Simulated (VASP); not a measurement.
## Si24H13O4: single point with PBE+D3(BJ)

Si24H13O4, a slab with vacuum:

```
CELL_PARAMETERS angstrom
7.66719 0.00000 0.00000
0.00000 7.66719 0.00000
0.00000 0.00000 27.62794
ATOMIC_POSITIONS crystal
Si 0.50000 0.25000 0.31965
Si 0.50000 0.75000 0.31965
Si 0.00000 0.25000 0.31965
Si 0.00000 0.75000 0.31965
Si 0.50000 0.50000 0.36871
Si 0.50000 0.00000 0.36871
Si 0.00000 0.50000 0.36871
Si 0.00000 0.00000 0.36871
Si 0.75000 0.50000 0.41777
Si 0.75000 0.00000 0.41777
Si 0.25000 0.50000 0.41777
Si 0.25000 0.00000 0.41777
Si 0.74179 0.74893 0.46507
Si 0.75750 0.24954 0.46442
Si 0.24567 0.75045 0.46761
Si 0.25384 0.25012 0.46869
Si 0.98987 0.75224 0.51420
Si 0.99578 0.24304 0.51722
Si 0.49856 0.75375 0.51648
Si 0.51423 0.24718 0.51503
Si 0.90734 0.99273 0.56009
Si 0.91531 0.50464 0.55777
Si 0.59218 0.00041 0.55971
Si 0.58541 0.50589 0.55876
H 0.41080 0.24804 0.27178
H 0.31140 0.74946 0.30567
H 0.90900 0.25117 0.27203
H 0.81067 0.75085 0.30641
H 0.68892 0.25051 0.30615
H 0.59063 0.75130 0.27196
H 0.18847 0.24955 0.30570
H 0.08831 0.74821 0.27165
H 0.00434 0.09035 0.63245
H 0.98873 0.59192 0.63317
H 0.52408 0.92927 0.63734
H 0.49260 0.36679 0.62521
H 0.74455 0.66395 0.57214
O 0.98405 0.97814 0.61707
O 0.98773 0.48391 0.61469
O 0.51343 0.02983 0.61615
O 0.51833 0.48691 0.61616
```

```yaml
Program: VASP 6.6.1
Task: single point
Functional: PBE
Dispersion: D3(BJ)
Potentials_or_basis: VASP PAW PBE potentials, release 64 (Si, H, O)
Cutoff: 520 eV
k_mesh: 2 × 2 × 1
Occupations: gaussian, width 0.05 eV
Spin: no spin polarisation
```

The largest force is 0.831 eV/Å. The band gap on the k mesh is zero (an odd number of electrons rules out a gap without spin polarisation). The dispersion energy per atom is -0.162 eV.

Forces in eV/Å, atoms in the order of the input:
```
Si   0.697 -0.026  0.255
Si  -0.793  0.013  0.248
Si   0.764  0.010  0.265
Si  -0.689 -0.020  0.250
Si   0.049 -0.038 -0.181
Si   0.053  0.012 -0.177
Si  -0.058  0.053 -0.169
Si  -0.059 -0.065 -0.176
Si   0.008 -0.015 -0.421
Si  -0.018  0.011 -0.414
Si  -0.010 -0.099  0.271
Si   0.024  0.152  0.215
Si   0.005  0.007 -0.001
Si   0.000  0.002 -0.003
Si   0.000  0.002  0.003
Si   0.006 -0.001 -0.001
Si   0.002 -0.001 -0.002
Si  -0.009  0.003 -0.003
Si   0.001  0.004 -0.009
Si   0.006  0.000 -0.001
Si  -0.018 -0.006 -0.047
Si  -0.021 -0.016 -0.043
Si   0.005  0.016 -0.046
Si   0.020  0.021 -0.050
H    0.000  0.015  0.006
H    0.010  0.001  0.002
H    0.008 -0.010  0.018
H    0.032 -0.003  0.008
H   -0.019 -0.002  0.005
H   -0.009 -0.015  0.017
H   -0.001  0.002  0.000
H   -0.001  0.012  0.007
H    0.028  0.051  0.053
H    0.010  0.063  0.077
H   -0.004 -0.049  0.076
H   -0.017 -0.051  0.041
H    0.007 -0.009  0.004
O   -0.011 -0.027 -0.015
O   -0.004 -0.060 -0.031
O   -0.001  0.043 -0.032
O    0.003  0.020  0.002
```

Levels at points of the mesh, in eV from the Fermi level:
```tsv
k point	band 62	band 63	band 64	band 65	band 66	band 67	band 68	band 69	band 70	band 71
(0.00, 0.00, 0.00)	-1.31	-1.17	-1.08	-1.07	-0.87	-0.32	0.59	0.80	1.14	1.31
(0.50, 0.00, 0.00)	-1.69	-1.51	-1.39	-0.90	-0.66	-0.30	0.91	1.33	1.51	1.55
(0.00, 0.50, 0.00)	-1.57	-1.52	-1.45	-1.11	-1.04	0.34	1.42	1.45	1.52	1.64
(0.50, 0.50, 0.00)	-1.88	-1.76	-1.70	-1.58	-1.34	0.35	1.47	1.52	1.61	1.82
```

It took 49 min on 1 thread of Intel(R) Xeon(R) Platinum 8488C (Sapphire Rapids) (shared host), peak memory 1.6 GiB.

Caveat: the k points lie up to 0.41 Å⁻¹ apart, too coarse for converged energies and pressures of a metal; an odd number of electrons without spin polarisation forces a metal; a magnetic or distorted state may lie lower.
